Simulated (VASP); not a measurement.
A run of VASP 6.6.1 is set up as follows.

INCAR

```
SYSTEM = Rh12N
ALGO = Normal
DIPOL = 0.5 0.5 0.318
EDIFF = 1E-6
ENCUT = 520
GGA = PE
IDIPOL = 3
ISIF = 2
ISMEAR = 0
LASPH = .True.
LCHARG = .False.
LDIPOL = .True.
LREAL = .False.
LWAVE = .False.
NBANDS = 104
NELM = 60
PREC = Accurate
SIGMA = 0.1
```

File KPOINTS:

```
k-points
0
Gamma
  5 5 1
  0 0 0
```

File POSCAR:

```
Rh12N
1.0
    5.4165863246      0.0000000000      0.0000000000
    0.0000000000      5.4165863246      0.0000000000
    0.0000000000      0.0000000000     19.1737394151
Rh N
12 1
Direct
    0.2500000000      0.2500000000      0.2086186692
    0.2500000000      0.7500000000      0.2086186692
    0.7500000000      0.2500000000      0.2086186692
    0.7500000000      0.7500000000      0.2086186692
    0.0000000000      0.0000000000      0.3044995950
    0.0000000000      0.5000000000      0.3044995950
    0.5000000000      0.0000000000      0.3044995950
    0.5000000000      0.5000000000      0.3044995950
    0.2500000000      0.2500000000      0.4002213261
    0.2500000000      0.7500000000      0.4002213261
    0.7500000000      0.2500000000      0.4002213261
    0.7500000000      0.7500000000      0.4002213261
    0.3333333333      0.3333333333      0.4817072562
```

Potentials or basis: VASP PAW PBE potentials, release 64 (Rh_pv, N).

Run with:

```bash
$ cat potpaw_PBE.64/Rh_pv/POTCAR potpaw_PBE.64/N/POTCAR > POTCAR
$ mpirun -np 1 vasp_std > vasp.out
```

**Question.** What does it give for the largest force?

**Answer.** 0.644 eV/Å.

**Question.** Estimate the band gap on the k mesh.

**Answer.** Zero (an odd number of electrons rules out a gap without spin polarisation).

Forces in eV/Å, atoms in the order of the input:
```
Rh  -0.022 -0.022  0.141
Rh  -0.023 -0.026  0.025
Rh  -0.026 -0.023  0.025
Rh  -0.139 -0.139 -0.330
Rh  -0.012 -0.012 -0.173
Rh   0.008 -0.107 -0.152
Rh  -0.107  0.008 -0.152
Rh   0.052  0.052 -0.354
Rh  -0.156 -0.156  0.382
Rh  -0.039 -0.052  0.272
Rh  -0.052 -0.039  0.272
Rh   0.080  0.080 -0.139
N    0.436  0.436  0.185
```
